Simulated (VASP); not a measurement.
Wanted: the native input for a VASP 6.6.1 run.

* Task: single point
* Functional: LDA
* Potentials or basis: VASP PAW LDA potentials, release 64 (Cd, S)
* Cutoff: 520 eV
* k mesh: 8 × 8 × 5
* Occupations: fermi-dirac, width 0.05 eV
* Spin: no spin polarisation
* Dipole correction: no
* Further INCAR settings: ALGO = Normal; EDIFF = 1e-06; NBANDS = 22

The structure of Cd2S lies in POSCAR:

```
Cd2S
1.0
    3.9889136618      0.0000000000      0.0000000000
   -1.9944568309      3.4545005647      0.0000000000
    0.0000000000      0.0000000000      5.8476645914
Cd S
2 1
Direct
    0.3333333333      0.6666666667      0.9327170000
    0.6666666667      0.3333333333      0.5787350000
    0.3333333333      0.6666666667      0.3657050000
```

This cell differs from its parent crystal: volume scaled by 1.02.

One way to write it, as run:

INCAR

```
SYSTEM = Cd2S
ALGO = Normal
EDIFF = 1E-6
ENCUT = 520
ISIF = 2
ISMEAR = -1
LASPH = .TRUE.
LCHARG = .FALSE.
LREAL = .FALSE.
LWAVE = .FALSE.
NBANDS = 22
NELM = 60
PREC = Accurate
SIGMA = 0.05
```

KPOINTS

```
k-points
0
G
  8 8 5
  0 0 0
```

Potentials or basis: VASP PAW LDA potentials, release 64 (Cd, S).

The run is started by

```sh
$ cat potpaw_LDA.64/Cd/POTCAR potpaw_LDA.64/S/POTCAR > POTCAR
$ mpirun -np 1 vasp_std > vasp.out
```

Results of the run:

The pressure is -5.2 GPa, the largest force is 0.217 eV/Å and the band gap on the k mesh is 0.25 eV, indirect (least direct gap 0.56 eV).

It took 25 s on 1 thread of Intel(R) Xeon(R) 6975P-C (Granite Rapids), with other jobs on the host, peak memory 0.2 GiB.
